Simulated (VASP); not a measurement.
Runs of VASP 6.6.1 on GaN. The structure is that of space group P-6m2 (No. 187), or close to it. The cells are those of the table. 

| level | cell | share of exact exchange | screening parameter | gap on the mesh (eV) | pressure (GPa) |
| --- | --- | --- | --- | --- | --- |
| PBE-based screened hybrid with 40 % exact exchange | a = 2.981, b = 2.981, c = 2.683 Å, angles 90.0, 90.0, 120.0°, 2 atoms | 0.4 | 0.2 1/Å | 1.06 | -14.5 |
| PBEsol-based global hybrid with 25 % exact exchange | a = 2.898, b = 2.898, c = 2.626 Å, angles 90.0, 90.0, 120.0°, 2 atoms | 0.25 | - | 1.82 | 0.7 |
| PBEsol-based screened hybrid with 25 % exact exchange | a = 2.900, b = 2.900, c = 2.627 Å, angles 90.0, 90.0, 120.0°, 2 atoms | 0.25 | 0.207 1/Å | 1.05 | 0.8 |
| B3LYP | a = 2.961, b = 2.961, c = 2.671 Å, angles 90.0, 90.0, 120.0°, 2 atoms | 0.2 | - | 0.98 | 1.0 |
| PBE-based screened hybrid with 25 % exact exchange | a = 2.925, b = 2.925, c = 2.647 Å, angles 90.0, 90.0, 120.0°, 2 atoms | 0.25 | 0.3 1/Å | 0.66 | 1.0 |
| PBE-based screened hybrid with 50 % exact exchange | a = 2.981, b = 2.981, c = 2.683 Å, angles 90.0, 90.0, 120.0°, 2 atoms | 0.5 | 0.2 1/Å | 1.55 | (a) |
| PBE-based screened hybrid with 25 % exact exchange | a = 2.981, b = 2.981, c = 2.683 Å, angles 90.0, 90.0, 120.0°, 2 atoms | 0.25 | 0.3 1/Å | (b) | -8.4 |

Alike in all rows: task single point; potentials or basis VASP PAW PBE potentials, release 64 (Ga_d, N); no spin polarisation; k mesh 5 × 5 × 5; cutoff (eV) 520; smearing fermi-dirac 0.05 eV.

Q: Estimate the missing entries.

A: (a) -17.6; (b) 0.11.

Caveats: all runs use coarse meshes; the PAW data sets were made with another functional, which shifts forces and pressure a little.

A k mesh can miss the band edges, and the runs leave out spin-orbit coupling on Ga.
